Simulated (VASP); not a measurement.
TaC (rocksalt type), 2 atoms in the cell. The structure is cubic, space group Fm-3m (No. 225). Conventional cell: a = 4.254 Å, b = 4.254 Å, c = 4.254 Å, α = 90.00°, β = 90.00°, γ = 90.00°. Ta (site symmetry m-3m) has 6 C at 2.13 Å within 2.8 Å. Within 2.8 Å of C (site symmetry m-3m) lie 6 Ta at 2.13 Å. 

* Program: VASP 6.6.1
* Task: single point
* Functional: PBE
* Potentials or basis: VASP PAW PBE potentials, release 64 (Ta_pv, C)
* Cutoff: 600 eV
* k mesh: 16 × 16 × 16
* Occupations: fermi-dirac, width 0.08 eV
* Spin: no spin polarisation
* Dipole correction: no
* Further INCAR settings: ALGO = Normal; EDIFF = 1e-06; NBANDS = 14

Potentials or basis: VASP PAW PBE potentials, release 64 (Ta_pv, C).

The run is started by

```bash
$ cat potpaw_PBE.64/Ta_pv/POTCAR potpaw_PBE.64/C/POTCAR > POTCAR
$ mpirun -np 1 vasp_std > vasp.out
```

Hardware: 1 thread of Intel(R) Xeon(R) 6975P-C (Granite Rapids), with other jobs on the host.

Task: How long does it take, and how much memory?

Result: Wall time 13 s on 1 thread of Intel(R) Xeon(R) 6975P-C (Granite Rapids), on a shared host, peak memory 0.17 GiB. Counts: scf iterations 13, k points 145.
